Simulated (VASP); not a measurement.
Set up this calculation in VASP 6.6.1, as the native input.

- Task: single point
- Functional: PBE
- Potentials or basis: VASP PAW PBE potentials, release 64 (Ta_pv, Be, Bi_d)
- Cutoff: 520 eV
- k mesh: 4 × 4 × 4
- Occupations: gaussian, width 0.1 eV
- Spin: no spin polarisation
- Dipole correction: no
- Further INCAR settings: ALGO = Normal; EDIFF = 1e-06; NBANDS = 37

The structure of TaBeBi3 lies in POSCAR:

```
TaBeBi3
1.0
    4.7983520267      0.0000000000      0.0000000000
    0.0000000000      4.7983520267      0.0000000000
    0.0000000000      0.0000000000      4.7983520267
Ta Be Bi
1 1 3
Direct
    0.0000000000      0.0000000000      0.0000000000
    0.5000000000      0.5000000000      0.5000000000
    0.0000000000      0.5000000000      0.5000000000
    0.5000000000      0.0000000000      0.5000000000
    0.5000000000      0.5000000000      0.0000000000
```

The input as run:

INCAR

```
PREC = Accurate
ENCUT = 520
EDIFF = 1E-6
ISMEAR = 0
SIGMA = 0.1
LREAL = F
LASPH = T
NELM = 80
ALGO = Normal
ISIF = 2
LWAVE = F
LCHARG = F
GGA = PE
NBANDS = 37
```

KPOINTS

```
regular mesh
0
Gamma
  4 4 4
```

Potentials or basis: VASP PAW PBE potentials, release 64 (Ta_pv, Be, Bi_d).

The run is started by

```sh
$ cat potpaw_PBE.64/Ta_pv/POTCAR potpaw_PBE.64/Be/POTCAR potpaw_PBE.64/Bi_d/POTCAR > POTCAR
$ mpirun -np 1 vasp_std > vasp.out
```

Results of the run:

| Quantity | Value |
| --- | --- |
| Pressure | 11.3 GPa |
| Band gap on the k mesh | zero (bands 29 and 30 overlap by 1.30 eV) |

Caveat: the cell stands under pressure; spin-orbit coupling is left out, which moves the levels of the heavy elements.

It took 70 s on 1 thread of Intel Xeon 8259CL, on a shared host, peak memory 0.22 GiB.
